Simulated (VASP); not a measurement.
CdS:

```xyz
4
Lattice="4.2314 0.0000 0.0000 -2.1157 3.6645 0.0000 0.0000 0.0000 6.8691" Properties=species:S:1:pos:R:3 pbc="T T T"
Cd    2.1157    1.2215    3.4346
Cd    0.0000    2.4430    0.0000
S     2.1157    1.2215    6.0105
S     0.0000    2.4430    2.5759
```

| Quantity | Value |
| --- | --- |
| Program | VASP 6.6.1 |
| Task | relaxation of cell and atoms |
| Functional | PBEsol |
| Potentials or basis | VASP PAW PBE potentials, release 64 (Cd, S) |
| Cutoff | 720 eV |
| k mesh | 8 × 8 × 4 |
| Occupations | gaussian, width 0.03 eV |
| Spin | no spin polarisation |

At the start: pressure -3.6 GPa; volume 26.63 Å³/atom.

How do energy, volume and symmetry change on relaxing?

Over 14 steps the energy falls by 20.9 meV/atom and the volume is 24.87 Å³/atom (-6.6 %); space group P6_3mc (No. 186, to 0.1 Å) before and after.

Step by step:
```tsv
step	energy change (eV)	largest force (eV/Å)	pressure (GPa)	volume (Å³)
1	0.0000	0.0554	-3.55	106.51
2	-0.0772	0.0141	1.18	97.66
3	-0.0837	0.0266	0.01	99.47
4	-0.0837	0.0274	-0.07	99.61
5	-0.0838	0.0059	-0.07	99.61
6	-0.0838	0.0053	-0.07	99.61
7	-0.0838	0.0042	0.02	99.46
8	-0.0838	0.0044	0.01	99.48
9	-0.0838	0.0044	0.01	99.48
10	-0.0838	0.0044	0.00	99.49
11	-0.0839	0.0045	0.00	99.49
12	-0.0839	0.0010	0.00	99.50
13	-0.0835	0.0009	0.00	99.50
14	-0.0835	0.0009	0.00	99.50
```

Final structure:
```
Cd S
1.0
     4.13315    0.00000    0.00000
    -2.06658    3.57942    0.00000
     0.00000    0.00000    6.72555
Cd S
2 2
Direct
  0.66667 0.33333 0.49923
  0.33333 0.66667 0.99923
  0.66667 0.33333 0.87577
  0.33333 0.66667 0.37577
```

Caveat: the PAW data sets were made with another functional, which shifts forces and pressure a little.
